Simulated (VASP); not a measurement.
Wanted: the native input for a VASP 6.6.1 run.

- Task: single point
- Functional: LDA
- Potentials or basis: VASP PAW LDA potentials, release 64 (W_sv, N)
- Cutoff: 520 eV
- k mesh: 5 × 5 × 5
- Occupations: gaussian, width 0.05 eV
- Spin: collinear spin
- Starting moments: [0.02, 0.07, 0.02, 0.0, -0.01, -0.02, -0.02] μB
- Hubbard terms: W d U = 4.0 eV
- Dipole correction: no
- Further INCAR settings: ALGO = Normal; EDIFF = 1e-06; NBANDS = 44

The structure of W3N4 lies in POSCAR:

```
W3N4
1.0
    4.1219995300      0.0000000000      0.0000000000
    0.0000000000      4.1219995300      0.0000000000
    0.0000000000      0.0000000000      4.1219995300
W N
3 4
Direct
    0.5000000000      0.5000000000      0.0000000000
    0.0000000000      0.5000000000      0.5000000000
    0.5000000000      0.0000000000      0.5000000000
    0.5000000000      0.5000000000      0.5000000000
    0.5000000000      0.0000000000      0.0000000000
    0.0000000000      0.5000000000      0.0000000000
    0.0000000000      0.0000000000      0.5000000000
```

The input as run:

INCAR

```
PREC     = Accurate       # precision mode
ENCUT    = 520            # plane-wave cutoff, eV
EDIFF    = 1E-6           # SCF threshold, eV
ISMEAR   = 0              # smearing method
SIGMA    = 0.05           # smearing width, eV
LREAL    = F              # projectors in reciprocal space
LASPH    = T              # aspherical terms in the spheres
NELM     = 150            # most SCF steps
ALGO     = Normal         # electronic algorithm
ISIF     = 2              # what is computed and relaxed
LWAVE    = F              # write WAVECAR
LCHARG   = T              # write CHGCAR
ISPIN    = 2              # spin polarisation
MAGMOM   = 0.02 0.07 0.02 0 -0.01 -0.02 -0.02 # initial moments
LORBIT   = 11             # projections on sites
LMAXMIX  = 4              # l up to which the mixer works
LDAU     = T              # DFT+U
LDAUTYPE = 2            
LDAUL    = 2 -1           # shell
LDAUU    = 4 0            # U, eV
LDAUJ    = 0 0          
LDAUPRINT= 1            
LELF     = T              # ELF
LVHAR    = T            
NBANDS   = 44             # bands
```

KPOINTS

```
regular mesh
0
Gamma
  5 5 5
```

Potentials or basis: VASP PAW LDA potentials, release 64 (W_sv, N).

Run with:

```console
$ cat potpaw_LDA.64/W_sv/POTCAR potpaw_LDA.64/N/POTCAR > POTCAR
$ mpirun -np 1 vasp_std > vasp.out
```

It gave:

```json
{"Pressure": "21.0 GPa", "Band gap on the k mesh": "zero (filled and empty bands overlap)", "Net moment": "0.00 μB per cell", "Valence electrons inside the program's atomic spheres": "W 12.16; N 3.90, 3.75"}
```

Caveat: spin-orbit coupling is left out, which moves the levels of the heavy elements.

Wall time 65 s on 1 thread of Intel(R) Xeon(R) Platinum 8375C CPU @ 2.90GHz (Ice Lake) (shared host), peak memory 0.21 GiB.
